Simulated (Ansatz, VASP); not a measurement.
# One calculation of GaGe, two programs

```xyz
2
Lattice="0.0000 2.8978 2.8978 3.0065 0.0000 2.8978 3.0065 2.8978 0.0000" Properties=species:S:1:pos:R:3 pbc="T T T"
Ga    4.5098    4.3468    4.3468
Ge    0.0000    0.0000    0.0000
```

Change from the starting cell: strain +0.0375 x Voigt [1, 0, 0, 0, 0, 0], atoms carried along.

Alike in both runs: task single point; functional LDA; k mesh 14 × 14 × 14; occupations gaussian, width 0.15 eV; no spin polarisation.

|  | VASP | Ansatz |
| --- | --- | --- |
| version | VASP 6.6.1 | Ansatz 0.2.0 |
| potentials or method | VASP PAW LDA potentials, release 64 (Ga_d, Ge_d), cutoff 520 eV | scalar-relativistic, plane waves, PAW |
| valence electrons in the cell | 27 | 27 |

|  | VASP | Ansatz | Ansatz less VASP |
| --- | --- | --- | --- |
| gap on the k mesh at the Fermi level (eV) | none | none | - |
| pressure (GPa) | -5.5 | -5.6 | -0.10 |
| traceless stress, the component that is largest in VASP (GPa) | -0.08 | -0.09 | -0.005 |

LDA's correlation is that of Perdew and Zunger in VASP and of Perdew and Wang (1992) in Ansatz. A gap of «none» marks a metal or a gap that the smearing closes.
